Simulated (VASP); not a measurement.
# BN (P6_3mc) in VASP: a series of runs

The runs below take BN through single point, with PBE, LDA.

All numbers are computed with VASP 6.6.1; they aren't measurements. Logs are shortened: lines on timing, memory, paths and dates and some standing lists are left out, and cuts for length are marked.

### 1 The cell of the first run

The structure is hexagonal, space group P6_3mc (No. 186). The conventional cell has a = 2.544 Å, b = 2.544 Å, c = 4.208 Å, α = 90.00°, β = 90.00°, γ = 120.00°. B (site symmetry 3m) has 4 N at 1.56 to 1.58 Å within 2.1 Å. N (site symmetry 3m) has 4 B at 1.56 to 1.58 Å within 2.1 Å.

### 2 Single point, PBE

Input file INCAR:

```
SYSTEM = BN
PREC = Accurate
ENCUT = 520
EDIFF = 1E-6
ISMEAR = 0
SIGMA = 0.01
LREAL = .FALSE.
LASPH = .TRUE.
NELM = 100
ALGO = Normal
ISIF = 2
LWAVE = .FALSE.
LCHARG = .TRUE.
GGA = PE
LELF = .TRUE.
LVHAR = .TRUE.
NBANDS = 16
```

Input file KPOINTS:

```
Automatic mesh
0
G
  6 6 4
  0 0 0
```

Input file POSCAR:

```
BN
1.0
    2.5439500113      0.0000000000      0.0000000000
   -1.2719750056      2.2031253357      0.0000000000
    0.0000000000      0.0000000000      4.2078152881
B N
2 2
Direct
    0.3333333333      0.6666666667      0.0002034636
    0.6666666667      0.3333333333      0.5002034636
    0.3333333333      0.6666666667      0.3747965364
    0.6666666667      0.3333333333      0.8747965364
```

Potentials or basis: VASP PAW PBE potentials, release 64 (B, N).

The run is started by

```sh
$ cat potpaw_PBE.64/B/POTCAR potpaw_PBE.64/N/POTCAR > POTCAR
$ mpirun -np 1 vasp_std > vasp.out
```

OUTCAR:

```text
SYSTEM = BN
   PREC = Accurate
   ENCUT = 520
   EDIFF = 1E-6
   ISMEAR = 0
   LREAL = .FALSE.
   LASPH = .TRUE.
   NELM = 100
   ISIF = 2
   GGA = PE

 ion  position               nearest neighbor table
   1  0.333  0.667  0.000-   4 1.56   4 1.56   4 1.56   3 1.58
   2  0.667  0.333  0.500-   3 1.56   3 1.56   3 1.56   4 1.58
   3  0.333  0.667  0.375-   2 1.56   2 1.56   2 1.56   1 1.58
   4  0.667  0.333  0.875-   1 1.56   1 1.56   1 1.56   2 1.58

  LATTYP: Found a hexagonal cell.
 ALAT       =     2.5439500113
 C/A-ratio  =     1.6540479449

  Lattice vectors:

 A1 = (   2.5439500113,   0.0000000000,   0.0000000000)
 A2 = (  -1.2719750056,   2.2031253357,   0.0000000000)
 A3 = (   0.0000000000,   0.0000000000,   4.2078152881)

Analysis of symmetry for initial positions (statically):
=====================================================================
 Subroutine PRICEL returns:
 Original cell was already a primitive cell.

 Routine SETGRP: Setting up the symmetry group for a
 hexagonal supercell.

 Subroutine GETGRP returns: Found 12 space group operations
 (whereof  6 operations were pure point group operations)
 out of a pool of 24 trial point group operations.

The static configuration has the point symmetry C_3v.
 The point group associated with its full space group is C_6v.

Analysis of symmetry for dynamics (positions and initial velocities):
=====================================================================
 Subroutine PRICEL returns:
 Original cell was already a primitive cell.

 Routine SETGRP: Setting up the symmetry group for a
 hexagonal supercell.

 Subroutine GETGRP returns: Found 12 space group operations
 (whereof  6 operations were pure point group operations)
 out of a pool of 24 trial point group operations.

The dynamic configuration has the point symmetry C_3v.
 The point group associated with its full space group is C_6v.

 Subroutine INISYM returns: Found 12 space group operations
 (whereof  6 operations are pure point group operations),
 and found     1 'primitive' translations

----------------------------------------------------------------------------------------

                                     Primitive cell

  volume of cell :      23.5833

  direct lattice vectors                    reciprocal lattice vectors
     2.543950011  0.000000000  0.000000000     0.393089485  0.226950320  0.000000000
    -1.271975006  2.203125336  0.000000000     0.000000000  0.453900640  0.000000000
     0.000000000  0.000000000  4.207815288     0.000000000  0.000000000  0.237653017

  length of vectors
     2.543950011  2.543950011  4.207815288     0.453900640  0.453900640  0.237653017

  position of ions in fractional coordinates (direct lattice)
     0.333333333  0.666666667  0.000203464
     0.666666667  0.333333333  0.500203464
     0.333333333  0.666666667  0.374796536
     0.666666667  0.333333333  0.874796536

  ion indices of the primitive-cell ions
   primitive index   ion index
                 1           1
                 2           2
                 3           3
                 4           4

----------------------------------------------------------------------------------------

 KPOINTS: Automatic mesh

Automatic generation of k-mesh.
 Grid dimensions read from file:
 generate k-points for:    6    6    4

 Generating k-lattice:

  Cartesian coordinates                     Fractional coordinates (reciprocal lattice)
     0.065514914  0.037825053  0.000000000     0.166666667 -0.000000000  0.000000000
     0.000000000  0.075650107  0.000000000     0.000000000  0.166666667  0.000000000
     0.000000000  0.000000000  0.059413254     0.000000000  0.000000000  0.250000000

  Length of vectors
     0.075650107  0.075650107  0.059413254

  Shift w.r.t. Gamma in fractional coordinates (k-lattice)
     0.000000000  0.000000000  0.000000000

 Subroutine IBZKPT returns following result:
 ===========================================

 Found     21 irreducible k-points:

 Following reciprocal coordinates:
            Coordinates               Weight
  0.000000  0.000000  0.000000      1.000000
  0.166667  0.000000  0.000000      6.000000
  0.333333  0.000000  0.000000      6.000000
  0.500000 -0.000000  0.000000      3.000000
  0.166667  0.166667  0.000000      6.000000
  0.333333  0.166667  0.000000     12.000000
[... 13 lines left out ...]
  0.333333  0.166667  0.500000     12.000000
  0.333333  0.333333  0.500000      2.000000
   k-points           NKPTS =     21   k-points in BZ     NKDIM =     21   number of bands    NBANDS=     16
   number of dos      NEDOS =    301   number of ions     NIONS =      4
   total plane-waves  NPLWV =  12800
   dimension x,y,z NGX =    20 NGY =   20 NGZ =   32
   dimension x,y,z NGXF=    40 NGYF=   40 NGZF=   64
   ions per type =               2   2
   NGX,Y,Z   is equivalent  to a cutoff of  13.07, 13.07, 12.64 a.u.
   NGXF,Y,Z  is equivalent  to a cutoff of  26.14, 26.14, 25.29 a.u.
 SYSTEM =  BN
   PREC   = accura    normal or accurate (medium, high low for compatibility)
   ISTART =      0    job   : 0-new  1-cont  2-samecut
   ICHARG =      2    charge: 1-file 2-atom 10-const
   ISPIN  =      1    spin polarized calculation?
   LNONCOLLINEAR =      F non collinear calculations
   LSORBIT =      F    spin-orbit coupling
   LASPH  =      T    aspherical Exc in radial PAW
   ENCUT  =  520.0 eV  38.22 Ry    6.18 a.u.   4.73  4.73  7.82*2*pi/ulx,y,z
   NELM   =    100;   NELMIN=  2; NELMDL= -5     # of ELM steps
   EDIFF  = 0.1E-05   stopping-criterion for ELM
   LREAL  =      F    real-space projection
   EDIFFG = 0.1E-04   stopping-criterion for IOM
   NSW    =      0    number of steps for IOM
   IBRION =     -1    ionic relax: 0-MD 1-quasi-New 2-CG
   NFREE  =      0    steps in history (QN), initial steepest desc. (CG)
   ISIF   =      2    stress and relaxation
   ISYM   =      2    0-nonsym 1-usesym 2-fastsym
   POTIM  = 0.5000    time-step for ionic-motion
   TEBEG  =    0.0;   TEEND  =   0.0 temperature during run
   PSTRESS=    0.0 pullay stress
   NELECT =      16.0000    total number of electrons
   NUPDOWN=      -1.0000    fix difference up-down
   EMIN   =  10.00;   EMAX   =-10.00  energy-range for DOS
   EFERMI =   0.00;   METHOD = LEGACY
   ISMEAR =     0;   SIGMA  =   0.01  broadening in eV -4-tet -1-fermi 0-gaus
   EFERMI_NEDOS =   21; number of points for ismear=-14 and -15
   IALGO  =     38    algorithm
   IMIX   =      4    mixing-type and parameters
     AMIX     =   0.40;   BMIX     =  1.00
     AMIX_MAG =   1.60;   BMIX_MAG =  1.00
  volume/ion in A,a.u.               =       5.90        39.79
  Fermi-wavevector in a.u.,A,eV,Ry     =   1.438512  2.718393 28.154745  2.069315
  Thomas-Fermi vector in A             =   2.557470
   LORBIT       =      0    0 simple, 1 ext, 2 COOP (PROOUT), +10 PAW based schemes
   GGA     = PE    functional components
   LHFCALC =     F    Hartree Fock is set to
   AEXX    =    0.0000 exact exchange contribution
   IVDW    =     0    specifies the selected vdW correction
   LEPSILON=     F    determine dielectric tensor
   LRPA    =     F    only Hartree local field effects (RPA)
 non-spin polarized calculation
 Gauss-broadening in eV      SIGMA  =   0.01
  energy-cutoff  :      520.00
  volume of cell :       23.58
 maximum number of plane-waves:       652
 NGX is ok and might be reduce to    20
   NGX =  9   NGY =  9   NGZ = 15

 number of electron      16.0000000 magnetization

 Free energy of the ion-electron system (eV)
  ---------------------------------------------------
  ext. energy  EPLUGINS =         0.00000000
  ---------------------------------------------------
  free energy    TOTEN  =       -34.82331797 eV

  energy without entropy =      -34.82331797  energy(sigma->0) =      -34.82331797

 E-fermi :   7.6264     XC(G=0): -12.8215

 val. band max:        7.5843767938   @ k =   0.0000   0.0000   0.0000
 cond. band min:      12.7727716659   @ k =   0.3333   0.3333   0.0000
 fundamental gap:      5.1883948721
 Fermi energy:         7.6263693838

 k-point     1 :       0.0000    0.0000    0.0000
  band No.  band energies     occupation
      1     -12.8445      2.00000
      2      -8.6810      2.00000
      3      -3.3534      2.00000
      4       5.4560      2.00000
      5       5.4560      2.00000
      6       7.3160      2.00000
[... 8 lines left out ...]
     15      19.5011      0.00000
     16      23.8304      0.00000

 k-point     2 :       0.1667    0.0000    0.0000
  band No.  band energies     occupation
      1     -12.2435      2.00000
      2      -8.2323      2.00000
      3      -2.7590      2.00000
      4       3.0957      2.00000
      5       4.5072      2.00000
      6       5.5928      2.00000
[... 8 lines left out ...]
     15      21.0932      0.00000
     16      22.9321      0.00000

 k-point     3 :       0.3333    0.0000    0.0000
  band No.  band energies     occupation
      1     -10.5435      2.00000
      2      -7.2744      2.00000
      3      -1.1159      2.00000
      4      -0.6315      2.00000
      5       2.0516      2.00000
      6       3.1361      2.00000
[... 8 lines left out ...]
     15      23.4164      0.00000
     16      24.0201      0.00000

 k-point     4 :       0.5000   -0.0000    0.0000
  band No.  band energies     occupation
      1      -8.7413      2.00000
      2      -7.4578      2.00000
      3      -1.9197      2.00000
      4      -0.2285      2.00000
      5       0.6623      2.00000
      6       2.5891      2.00000
[... 8 lines left out ...]
     15      24.0685      0.00000
     16      25.4308      0.00000

 k-point     5 :       0.1667    0.1667    0.0000
  band No.  band energies     occupation
      1     -11.0865      2.00000
      2      -7.4902      2.00000
      3      -1.6200      2.00000
      4       0.9659      2.00000
      5       1.8952      2.00000
      6       3.9454      2.00000
[... 8 lines left out ...]
     15      23.1208      0.00000
     16      23.4356      0.00000

 k-point     6 :       0.3333    0.1667    0.0000
  band No.  band energies     occupation
      1      -9.0832      2.00000
      2      -7.0322      2.00000
      3      -1.3676      2.00000
      4       0.1724      2.00000
      5       0.4855      2.00000
      6       1.5853      2.00000
[... 8 lines left out ...]
     15      23.5013      0.00000
     16      24.1403      0.00000
[... 210 lines left out ...]
 k-point    18 :       0.5000   -0.0000    0.5000
  band No.  band energies     occupation
      1      -7.9924      2.00000
      2      -7.9924      2.00000
      3      -2.4513      2.00000
      4      -2.4513      2.00000
      5       3.8075      2.00000
      6       3.8075      2.00000
[... 8 lines left out ...]
     15      24.0469      0.00000
     16      24.0469      0.00000

 k-point    19 :       0.1667    0.1667    0.5000
  band No.  band energies     occupation
      1      -9.7497      2.00000
      2      -9.7497      2.00000
      3       0.9587      2.00000
      4       0.9587      2.00000
      5       3.2673      2.00000
      6       3.2673      2.00000
[... 8 lines left out ...]
     15      22.4109      0.00000
     16      22.4109      0.00000

 k-point    20 :       0.3333    0.1667    0.5000
  band No.  band energies     occupation
      1      -8.1177      2.00000
      2      -8.1177      2.00000
      3      -1.5069      2.00000
      4      -1.5069      2.00000
      5       2.0116      2.00000
      6       2.0116      2.00000
[... 8 lines left out ...]
     15      23.8357      0.00000
     16      23.8357      0.00000

 k-point    21 :       0.3333    0.3333    0.5000
  band No.  band energies     occupation
      1      -7.3795      2.00000
      2      -7.3795      2.00000
      3      -1.2625      2.00000
      4      -1.2625      2.00000
      5      -0.1660      2.00000
      6      -0.1660      2.00000
[... 8 lines left out ...]
     15      24.2871      0.00000
     16      24.2871      0.00000

------------------------ aborting loop because EDIFF is reached ----------------------------------------

  FORCE on cell =-STRESS in cart. coord.  units (eV):
  Direction    XX          YY          ZZ          XY          YZ          ZX
  --------------------------------------------------------------------------------------
  -------------------------------------------------------------------------------------
  Total        0.7433440      0.7433440      0.7022120      0.0000000      0.0000000      0.0000000
  in kB       50.5005361     50.5005361     47.7061513      0.0000000      0.0000000      0.0000000
  external PRESSURE =      49.5690745 kB  Pullay stress =       0.0000000 kB

 VOLUME and BASIS-vectors are now :
 -----------------------------------------------------------------------------
  energy-cutoff  :      520.00
  volume of cell :       23.58
      direct lattice vectors                 reciprocal lattice vectors
     2.543950011  0.000000000  0.000000000     0.393089485  0.226950320  0.000000000
    -1.271975006  2.203125336  0.000000000     0.000000000  0.453900640  0.000000000
     0.000000000  0.000000000  4.207815288     0.000000000  0.000000000  0.237653017

 POSITION                                       TOTAL-FORCE (eV/Angst)
 -----------------------------------------------------------------------------------
     -0.00000      1.46875      0.00086         0.000000     -0.000000      0.004134
      1.27198      0.73438      2.10476        -0.000000      0.000000      0.004134
     -0.00000      1.46875      1.57707        -0.000000      0.000000     -0.004134
      1.27198      0.73438      3.68098         0.000000      0.000000     -0.004134
 -----------------------------------------------------------------------------------
    total drift:                               -0.000000     -0.000000     -0.000416

  FREE ENERGIE OF THE ION-ELECTRON SYSTEM (eV)
  ---------------------------------------------------
  free  energy   TOTEN  =       -34.8233179711 eV

  energy  without entropy=      -34.8233179710  energy(sigma->0) =      -34.82331797
```

It took 14 s on 1 thread of AMD EPYC 7R13, shared host; peak memory 0.1 GiB.

Results:

```yaml
Free_energy: -34.8233 eV
Pressure: 5.0 GPa
Largest_force: 0.004 eV/Å
Band_gap_on_the_k_mesh: 5.19 eV, indirect (least direct gap 8.32 eV)
```

Forces in eV/Å, atoms in the order of the input:
```
B    0.000  0.000  0.004
B    0.000  0.000  0.004
N    0.000  0.000 -0.004
N    0.000  0.000 -0.004
```

Levels at points of the mesh, in eV from the valence-band top:
```tsv
k point	band 6	band 7	band 8	band 9	band 10	band 11
(0.00, 0.00, 0.00)	-0.27	0.00	0.00	8.38	8.38	8.62
(0.50, 0.00, 0.00)	-5.00	-4.42	-2.12	6.72	7.98	10.62
(0.00, 0.00, 0.50)	-1.18	-1.18	-1.18	9.52	9.52	9.94
(0.50, 0.00, 0.50)	-3.78	-3.58	-3.58	6.60	6.60	10.06
```

Caveat: the k points lie up to 0.48 Å⁻¹ apart.

### 3 Single point, LDA

This run uses another cell than the first one, of 5.76 Å³/atom, 0.976 times its volume.

Input file INCAR:

```
PREC = Accurate ; ENCUT = 520
EDIFF = 1E-6 ; ISMEAR = -1
SIGMA = 0.02 ; LREAL = False
LASPH = True ; NELM = 60
ALGO = Normal ; ISIF = 2
LWAVE = False ; LCHARG = False
NBANDS = 16
```

Input file KPOINTS:

```
Automatic mesh
0
Gamma
  12 12 6
```

Input file POSCAR:

```
BN
1.0
    2.5232260327      0.0000000000      0.0000000000
   -1.2616130164      2.1851778438      0.0000000000
    0.0000000000      0.0000000000      4.1751709817
B N
2 2
Direct
    0.3333333333      0.6666666667      0.0002997509
    0.6666666667      0.3333333333      0.5002997509
    0.3333333333      0.6666666667      0.3747002491
    0.6666666667      0.3333333333      0.8747002491
```

Potentials or basis: VASP PAW LDA potentials, release 64 (B, N).

The run is started by

```sh
$ cat potpaw_LDA.64/B/POTCAR potpaw_LDA.64/N/POTCAR > POTCAR
$ mpirun -np 1 vasp_std > vasp.out
```

Wall time 37 s (1 thread of AMD EPYC 7R13, shared host); peak memory 0.1 GiB.

It converged, with:

* Free energy: -38.7555 eV
* Pressure: 1.0 GPa
* Band gap on the k mesh: 4.90 eV, indirect (least direct gap 8.28 eV)

Forces in eV/Å, atoms in the order of the input:
```
B    0.000  0.000  0.002
B    0.000  0.000  0.002
N    0.000  0.000 -0.002
N    0.000  0.000 -0.002
```

Levels at points of the mesh, in eV from the valence-band top:
```tsv
k point	band 5	band 6	band 7	band 8	band 9	band 10	band 11	band 12
(0.00, 0.00, 0.00)	-2.19	-0.30	0.00	0.00	8.34	8.34	8.62	9.93
(0.50, 0.00, 0.00)	-7.05	-5.14	-4.60	-2.18	6.71	7.88	10.60	11.65
(0.00, 0.00, 0.50)	-1.21	-1.21	-1.21	-1.21	9.70	9.70	9.93	9.93
(0.50, 0.00, 0.50)	-3.89	-3.89	-3.67	-3.67	6.58	6.58	10.14	10.14
```

A k mesh can miss the band edges. A hybrid or GW would open this gap; LDA tends to underestimate it.

### 4 Single point, PBE

Input file INCAR:

```
SYSTEM = BN
ALGO = Normal ; EDIFF = 1E-6
ENCUT = 520 ; GGA = PE
ISIF = 2 ; ISMEAR = -1
LASPH = .TRUE. ; LCHARG = .TRUE.
LELF = .TRUE. ; LREAL = .FALSE.
LVHAR = .TRUE. ; LWAVE = .FALSE.
NBANDS = 16 ; NELM = 60
PREC = Accurate ; SIGMA = 0.02
```

Input file KPOINTS:

```
k-points
0
G
  12 12 6
  0 0 0
```

Input file POSCAR:

```
BN
1.0
    2.5439500113      0.0000000000      0.0000000000
   -1.2719750056      2.2031253357      0.0000000000
    0.0000000000      0.0000000000      4.2078152881
B N
2 2
Direct
    0.3333333333      0.6666666667      0.0002034636
    0.6666666667      0.3333333333      0.5002034636
    0.3333333333      0.6666666667      0.3747965364
    0.6666666667      0.3333333333      0.8747965364
```

Potentials or basis: VASP PAW PBE potentials, release 64 (B, N).

The run is started by

```sh
$ cat potpaw_PBE.64/B/POTCAR potpaw_PBE.64/N/POTCAR > POTCAR
$ mpirun -np 1 vasp_std > vasp.out
```

Run time: 38 s. Hardware: 1 thread of AMD EPYC 7R13, shared host; peak memory 0.11 GiB.

Results (log left out):

```yaml
Free_energy: -34.8276 eV
Pressure: 4.9 GPa
Largest_force: 0.009 eV/Å
Band_gap_on_the_k_mesh: 5.19 eV, indirect (least direct gap 8.30 eV)
```

Forces in eV/Å, atoms in the order of the input:
```
B    0.000  0.000  0.009
B    0.000  0.000  0.009
N    0.000  0.000 -0.009
N    0.000  0.000 -0.009
```

Stress tensor (GPa, compression positive):
```
4.99 0.00 0.00
0.00 4.99 0.00
0.00 0.00 4.83
```

Levels at points of the mesh, in eV from the valence-band top:
| k point | band 6 | band 7 | band 8 | band 9 | band 10 | band 11 |
| --- | --- | --- | --- | --- | --- | --- |
| (0.00, 0.00, 0.00) | -0.27 | 0.00 | 0.00 | 8.38 | 8.38 | 8.62 |
| (0.50, 0.00, 0.00) | -4.99 | -4.42 | -2.12 | 6.72 | 7.98 | 10.62 |
| (0.00, 0.00, 0.50) | -1.18 | -1.18 | -1.18 | 9.52 | 9.52 | 9.94 |
| (0.50, 0.00, 0.50) | -3.78 | -3.58 | -3.58 | 6.60 | 6.60 | 10.06 |

A k mesh can miss the band edges.

### 5 Summary

```csv
level,potentials or basis,cell,k mesh,smearing,gap on the mesh (eV),pressure (GPa)
PBE,"VASP PAW PBE potentials, release 64 (B, N)","a = 2.544, b = 2.544, c = 4.208 Å, angles 90.0, 90.0, 120.0°, 4 atoms",6 × 6 × 4,gaussian 0.01 eV,5.19,5.0
LDA,"VASP PAW LDA potentials, release 64 (B, N)","a = 2.523, b = 2.523, c = 4.175 Å, angles 90.0, 90.0, 120.0°, 4 atoms",12 × 12 × 6,fermi-dirac 0.02 eV,4.90,1.0
PBE,"VASP PAW PBE potentials, release 64 (B, N)","a = 2.544, b = 2.544, c = 4.208 Å, angles 90.0, 90.0, 120.0°, 4 atoms",12 × 12 × 6,fermi-dirac 0.02 eV,5.19,4.9
```

Alike in all rows: task single point; no spin polarisation; cutoff (eV) 520.

Caveats: some runs use coarse meshes.

Total energies depend on the potentials used, so only differences within one code and one set of settings carry meaning.
